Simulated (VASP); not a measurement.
# Pb (Im-3m) in VASP: settings compared, part 2 of 2

VASP 6.6.1.

### Step 4. Single point, PBE

INCAR

```
PREC     = Accurate       # precision mode
ENCUT    = 520            # plane-wave cutoff, eV
EDIFF    = 1E-6           # SCF threshold, eV
ISMEAR   = 0              # smearing method
SIGMA    = 0.02           # smearing width, eV
LREAL    = False          # projectors in reciprocal space
LASPH    = True           # aspherical terms in the spheres
NELM     = 100            # most SCF steps
ALGO     = Normal         # electronic algorithm
ISIF     = 2              # what is computed and relaxed
LWAVE    = False          # write WAVECAR
LCHARG   = False          # write CHGCAR
GGA      = PE             # functional
NBANDS   = 13             # bands
```

KPOINTS

```
Automatic mesh
0
Gamma
  9 9 9
```

POSCAR

```
Pb
1.0
   -1.9796595667      1.9796595667      1.9796595667
    1.9796595667     -1.9796595667      1.9796595667
    1.9796595667      1.9796595667     -1.9796595667
Pb
1
Direct
    0.0000000000      0.0000000000      0.0000000000
```

Potentials or basis: VASP PAW PBE potentials, release 64 (Pb_d).

Started as:

```
cat potpaw_PBE.64/Pb_d/POTCAR > POTCAR
mpirun -np 1 vasp_std > vasp.out
```

OUTCAR:

```text
PREC = Accurate
   ENCUT = 520
   EDIFF = 1E-6
   ISMEAR = 0
   LREAL = False
   LASPH = True
   NELM = 100
   ISIF = 2
   GGA = PE

 ion  position               nearest neighbor table
   1  0.000  0.000  0.000-

  LATTYP: Found a body centered cubic cell.
 ALAT       =     3.9593191334

  Lattice vectors:

 A1 = (  -1.9796595667,   1.9796595667,   1.9796595667)
 A2 = (   1.9796595667,  -1.9796595667,   1.9796595667)
 A3 = (   1.9796595667,   1.9796595667,  -1.9796595667)

[... 553 lines left out ...]
      4      -9.8948      2.00000
      5      -9.7640      2.00000
      6      -0.3811      2.00000
      7       3.8496      2.00000
      8       7.7019      0.00000
      9      11.5273      0.00000
     10      15.7797      0.00000
     11      17.1891      0.00000
     12      17.9867      0.00000
     13      19.7351      0.00000

 [... further k-points ...]
[... 5 lines left out ...]
  --------------------------------------------------------------------------------------
  -------------------------------------------------------------------------------------
  Total        0.1254483      0.1254483      0.1254483      0.0000000     -0.0000000      0.0000000
  in kB        6.4765516      6.4765516      6.4765516      0.0000000     -0.0000000      0.0000000
  external PRESSURE =       6.4765516 kB  Pullay stress =       0.0000000 kB

 VOLUME and BASIS-vectors are now :
 -----------------------------------------------------------------------------
  energy-cutoff  :      520.00
  volume of cell :       31.03
      direct lattice vectors                 reciprocal lattice vectors
    -1.979659567  1.979659567  1.979659567     0.000000000  0.252568678  0.252568678
     1.979659567 -1.979659567  1.979659567     0.252568678  0.000000000  0.252568678
     1.979659567  1.979659567 -1.979659567     0.252568678  0.252568678  0.000000000

 POSITION                                       TOTAL-FORCE (eV/Angst)
 -----------------------------------------------------------------------------------
      0.00000      0.00000      0.00000        -0.000000     -0.000000      0.000000
 -----------------------------------------------------------------------------------
    total drift:                               -0.000000     -0.000000     -0.000000

  FREE ENERGIE OF THE ION-ELECTRON SYSTEM (eV)
  ---------------------------------------------------
  free  energy   TOTEN  =        -3.5025711609 eV

  energy  without entropy=       -3.5024881942  energy(sigma->0) =       -3.50252968
```

OSZICAR:

```text
N       E                     dE             d eps       ncg     rms          rms(c)
DAV:   1     0.106358519177E+03    0.10636E+03   -0.70974E+03   920   0.124E+03
DAV:   2     0.157075046224E+01   -0.10479E+03   -0.10174E+03   965   0.311E+02
DAV:   3    -0.339670035611E+01   -0.49675E+01   -0.49548E+01  1120   0.735E+01
DAV:   4    -0.350992889108E+01   -0.11323E+00   -0.11321E+00  1094   0.119E+01
DAV:   5    -0.351487804575E+01   -0.49492E-02   -0.49490E-02  1240   0.228E+00    0.526E-01
DAV:   6    -0.350488745841E+01    0.99906E-02   -0.14135E-02  1163   0.208E+00    0.267E-01
DAV:   7    -0.350261274637E+01    0.22747E-02   -0.62374E-03  1153   0.128E+00    0.958E-02
DAV:   8    -0.350257182280E+01    0.40924E-04   -0.45086E-04  1199   0.328E-01    0.988E-03
DAV:   9    -0.350257156288E+01    0.25992E-06   -0.10075E-05  1325   0.492E-02    0.479E-03
DAV:  10    -0.350257116089E+01    0.40200E-06   -0.10706E-06  1062   0.104E-02
   1 F= -.35025712E+01 E0= -.35025297E+01  d E =-.829667E-04
```

stdout:

```text
POSCAR found type information on POSCAR Pb
 POSCAR found :  1 types and       1 ions
 scaLAPACK will be used
 LDA part: xc-table for (Slater+PW92), standard interpolation
 POSCAR, INCAR and KPOINTS ok, starting setup
 FFT: planning ... GRIDC
 FFT: planning ... GRID_SOFT
 FFT: planning ... GRID
 WAVECAR not read
 entering main loop
```

Run time: 7.4 s. Hardware: 1 thread of Intel Xeon 6975P-C, shared host; peak memory 0.16 GiB.

Results:

```yaml
Free_energy: -3.5026 eV
Pressure: 0.6 GPa
Band_gap_on_the_k_mesh: zero (band 7 reaches 14.46 eV, above the bottom of band 8 at 5.02 eV)
```

Levels at points of the mesh, in eV from the Fermi level:
```tsv
k point	band 3	band 4	band 5	band 6	band 7	band 8	band 9	band 10	band 11	band 12
(0.00, 0.00, 0.00)	-17.25	-17.03	-17.03	-11.73	7.31	7.31	7.31	10.95	10.95	10.95
```

Caveat: spin-orbit coupling is left out, which moves the levels of the heavy elements.

### Step 5. Single point, PBEsol (volume scaled by 0.96)

INCAR

```
PREC     = Accurate       # precision mode
ENCUT    = 520            # plane-wave cutoff, eV
EDIFF    = 1E-6           # SCF threshold, eV
ISMEAR   = -1             # smearing method
SIGMA    = 0.05           # smearing width, eV
LREAL    = F              # projectors in reciprocal space
LASPH    = T              # aspherical terms in the spheres
NELM     = 60             # most SCF steps
ALGO     = Fast           # electronic algorithm
ISIF     = 2              # what is computed and relaxed
LWAVE    = F              # write WAVECAR
LCHARG   = T              # write CHGCAR
GGA      = PS             # functional
LELF     = T              # ELF
LVHAR    = T            
NBANDS   = 13             # bands
```

KPOINTS

```
regular mesh
0
Gamma
  9 9 9
```

POSCAR

```
Pb
1.0
   -1.9529041306      1.9529041306      1.9529041306
    1.9529041306     -1.9529041306      1.9529041306
    1.9529041306      1.9529041306     -1.9529041306
Pb
1
Direct
    0.0000000000      0.0000000000      0.0000000000
```

Started as:

```
cat potpaw_PBE.64/Pb_d/POTCAR > POTCAR
mpirun -np 1 vasp_std > vasp.out
```

It took 11 s on 1 thread of Intel Xeon 6975P-C (Granite Rapids), shared host; peak memory 0.15 GiB.

The run converged. Its results:

| Item | Value |
| --- | --- |
| Free energy | -3.9482 eV |
| Pressure | -0.3 GPa |
| Band gap on the k mesh | zero (band 7 reaches 15.09 eV, above the bottom of band 8 at 5.17 eV) |

Levels at points of the mesh, in eV from the Fermi level:
| k point | band 4 | band 5 | band 6 | band 7 | band 8 | band 9 | band 10 | band 11 |
| --- | --- | --- | --- | --- | --- | --- | --- | --- |
| (0.00, 0.00, 0.00) | -16.86 | -16.86 | -11.93 | 7.76 | 7.76 | 7.76 | 11.10 | 11.10 |

Caveat: the PAW data sets were made with another functional, which shifts forces and pressure a little; spin-orbit coupling is left out, which moves the levels of the heavy elements.

### Step 6. The runs side by side

| level | cell | smearing | gap on the mesh (eV) | pressure (GPa) |
| --- | --- | --- | --- | --- |
| PBE | a = 3.429 Å, angles 109.5°, 1 atom | gaussian 0.018 eV | none | 0.7 |
| PBE | a = 3.429 Å, angles 109.5°, 1 atom | gaussian 0.019 eV | none | 0.7 |
| PBE | a = 3.429 Å, angles 109.5°, 1 atom | gaussian 0.02 eV | none | 0.6 |
| PBEsol | a = 3.383 Å, angles 109.5°, 1 atom | fermi-dirac 0.05 eV | none | -0.3 |

Alike in all rows: task single point; potentials or basis VASP PAW PBE potentials, release 64 (Pb_d); no spin polarisation; k mesh 9 × 9 × 9; cutoff (eV) 520.

Every run on the cell as given and a fine mesh finds a metal.

Caveats: spin-orbit coupling is left out, which moves the levels of the heavy elements; the PAW data sets were made with another functional, which shifts forces and pressure a little (some runs).

Absolute energies hang on the potentials; compare differences alone.
